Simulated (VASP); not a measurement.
Here is a VASP 6.6.1 calculation.

File INCAR:

```
SYSTEM = WSe2
PREC = Accurate
ENCUT = 520
EDIFF = 1E-6
ISMEAR = 0
SIGMA = 0.01
LREAL = .FALSE.
LASPH = .TRUE.
NELM = 80
ALGO = Normal
ISIF = 2
LWAVE = .FALSE.
LCHARG = .FALSE.
GGA = CA
NBANDS = 35
```

File KPOINTS:

```
Automatic mesh
0
G
  8 8 2
  0 0 0
```

POSCAR

```
WSe2
1.0
    3.2050260398      0.0000000000      0.0000000000
   -1.6025130199      2.7756339703      0.0000000000
    0.0000000000      0.0000000000     12.2278810426
W Se
2 4
Direct
    0.3333333333      0.6666666667      0.2500000000
    0.6666666667      0.3333333333      0.7500000000
    0.3333333333      0.6666666667      0.6131391983
    0.6666666667      0.3333333333      0.1131391983
    0.3333333333      0.6666666667      0.8868608017
    0.6666666667      0.3333333333      0.3868608017
```

Potentials or basis: VASP PAW LDA potentials, release 64 (W_sv, Se).

Command:

```bash
$ cat potpaw_LDA.64/W_sv/POTCAR potpaw_LDA.64/Se/POTCAR > POTCAR
$ mpirun -np 1 vasp_std > vasp.out
```

Problem. What does it give for the largest force?

Solution. 0.106 eV/Å.

Problem. Estimate the band gap on the k mesh.

Solution. 0.73 eV, indirect (least direct gap 1.90 eV).

Forces on the atoms (eV/Å):
```
W    0.000  0.000  0.000
W    0.000  0.000  0.000
Se   0.000  0.000 -0.106
Se   0.000  0.000 -0.106
Se   0.000  0.000  0.106
Se   0.000  0.000  0.106
```

Caveat: spin-orbit coupling is left out, which moves the levels of the heavy elements. As with any semilocal functional, this LDA gap is likely too small.
